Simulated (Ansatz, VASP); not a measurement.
## Mg7O: VASP beside Ansatz

```
Mg O
1.0
     5.83474    0.00000    0.00000
    -2.91737    5.05304    0.00000
     0.00000    0.00000    5.75128
Mg O
7 1
Direct
  0.50000 0.00000 0.75060
  0.00000 0.50000 0.75060
  0.50000 0.50000 0.75060
  0.00000 0.50000 0.24940
  0.50000 0.00000 0.24940
  0.50000 0.50000 0.24940
  0.00000 0.00000 0.50000
  0.00000 0.00000 0.00000
```

Alike in both runs: task single point; functional PBE; k mesh 3 × 3 × 4; occupations gaussian, width 0.1 eV; collinear spin.

|  | VASP | Ansatz |
| --- | --- | --- |
| version | VASP 6.6.1 | Ansatz 0.2.0 |
| potentials or method | VASP PAW PBE potentials, release 64 (Mg, O), cutoff 520 eV | scalar-relativistic, plane waves, PAW |
| valence electrons in the cell | 20 | 76 |

```csv
,VASP,Ansatz,Ansatz less VASP
gap on the k mesh at the Fermi level (eV),none,none,-
pressure (GPa),-0.3,-0.2,+0.11
"traceless stress, the component that is largest in VASP (GPa)",-0.63,-0.66,-0.025
rms of the force components (eV/Å),0.043,0.042,-0.0015
net moment per atom (μB),0.00,0.00,0.000
```

Atom by atom the forces differ by 0.002 eV/Å (rms over components). A gap of «none» marks a metal or a gap that the smearing closes. VASP's potentials hold 20 valence electrons a cell and Ansatz's 76, so a difference there can come from the potentials and not from the codes. Ansatz's warnings: seeded moment not kept.

The k mesh is coarse, so the values compare programs but aren't converged.
